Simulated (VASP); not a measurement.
## Bi2TeO3: single point with PBE

Bi2TeO3:

```xyz
6
Lattice="4.8824 0.0000 0.0000 0.0000 4.8824 0.0000 0.0000 0.0000 5.2425" Properties=species:S:1:pos:R:3 pbc="T T T"
Bi    2.4412    2.4412    2.6212
Bi    0.0000    0.0000    2.6212
Te    2.4412    2.4412    0.0000
O     0.0000    0.0000    0.0000
O     0.0000    2.4412    0.0000
O     2.4412    0.0000    0.0000
```

The cell was generated, and may not be a known phase.

```
Program                : VASP 6.6.1
Task                   : single point
Functional             : PBE
Potentials or basis    : VASP PAW PBE potentials, release 64 (Bi_d, Te, O)
Cutoff                 : 520 eV
k mesh                 : 4 × 4 × 4
Occupations            : gaussian, width 0.1 eV
Spin                   : no spin polarisation
Dipole correction      : no
Further INCAR settings : ALGO = Normal; EDIFF = 1e-06; NBANDS = 36
```

The pressure is -3.3 GPa. The band gap on the k mesh is zero (bands 27 and 28 overlap by 1.39 eV).

Stress tensor (GPa, compression positive):
```
-11.77   0.00   0.00
  0.00 -11.77   0.00
  0.00   0.00  13.65
```

Levels at points of the mesh, in eV from the Fermi level:
```csv
k point,band 24,band 25,band 26,band 27,band 28,band 29,band 30,band 31
"(0.00, 0.00, 0.00)",-1.47,-1.47,-0.87,0.60,0.60,2.64,2.64,3.86
"(0.50, 0.00, 0.00)",-1.36,-1.19,-0.99,-0.17,0.25,0.29,0.69,1.76
"(0.50, 0.50, 0.00)",-1.79,-1.30,-1.30,-1.20,-0.76,0.03,0.03,3.79
"(0.00, 0.00, 0.50)",-1.66,-1.09,0.49,0.62,0.62,1.20,2.76,2.87
"(0.50, 0.00, 0.50)",-1.26,-0.62,-0.48,-0.11,0.08,0.57,0.66,1.65
"(0.50, 0.50, 0.50)",-1.45,-1.20,-0.70,-0.70,-0.35,-0.35,0.59,1.69
```

It took 52 s on 1 thread of AMD EPYC 9R45 96-Core Processor (Zen 5), with other jobs on the host, peak memory 0.22 GiB.

Caveat: the stress differs along the axes, from -12 to 14 GPa; spin-orbit coupling is left out, which moves the levels of the heavy elements.
